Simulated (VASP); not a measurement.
FePt: single point with PBE

The system is FePt.

```
Pt Fe
1.0
     2.72350    0.00000    0.00000
     0.00000    2.72350    0.00000
     0.00000    0.00000    3.72000
Pt Fe
1 1
Direct
  0.50000 0.50000 0.50000
  0.00000 0.00000 0.00000
```

* Program: VASP 6.6.1
* Task: single point
* Functional: PBE
* Potentials or basis: VASP PAW PBE potentials, release 64 (Pt, Fe)
* Cutoff: 520 eV
* k mesh: 6 × 6 × 4
* Occupations: fermi-dirac, width 0.05 eV
* Spin: collinear spin, ferromagnetic start
* Starting moments: [0.0, 3.0] μB
* Dipole correction: no
* k mesh for the DOS: 9 × 9 × 6
* Occupations for the DOS: tetrahedron
* Further INCAR settings: ALGO = Normal; EDIFF = 1e-06

The net moment is 3.28 μB per cell. The site moments are Pt +0.31; Fe +2.90 μB. The valence electrons inside the program's atomic spheres are Pt 9.43; Fe 6.99.

Levels at points of the mesh, in eV from the Fermi level:
Spin up:
```csv
k point,band 8,band 9,band 10,band 11,band 12,band 13,band 14,band 15
"(0.00, 0.00, 0.00)",-1.89,-0.52,-0.38,-0.38,2.31,9.80,11.69,11.69
"(0.00, 0.00, 0.50)",-2.30,-2.15,-2.15,-1.83,-0.84,15.67,15.72,16.21
```
Spin down:
| k point | band 6 | band 7 | band 8 | band 9 | band 10 | band 11 |
| --- | --- | --- | --- | --- | --- | --- |
| (0.00, 0.00, 0.00) | -0.80 | -0.75 | 0.60 | 1.72 | 1.72 | 1.73 |
| (0.00, 0.00, 0.50) | -1.88 | -1.42 | -0.57 | 0.19 | 0.49 | 0.49 |

Wall time 42 s on 1 thread of Intel(R) Xeon(R) Platinum 8559C (Emerald Rapids), with other jobs on the host, peak memory 0.17 GiB.

Caveat: the k points lie up to 0.42 Å⁻¹ apart; spin-orbit coupling is left out, which moves the levels of the heavy elements.
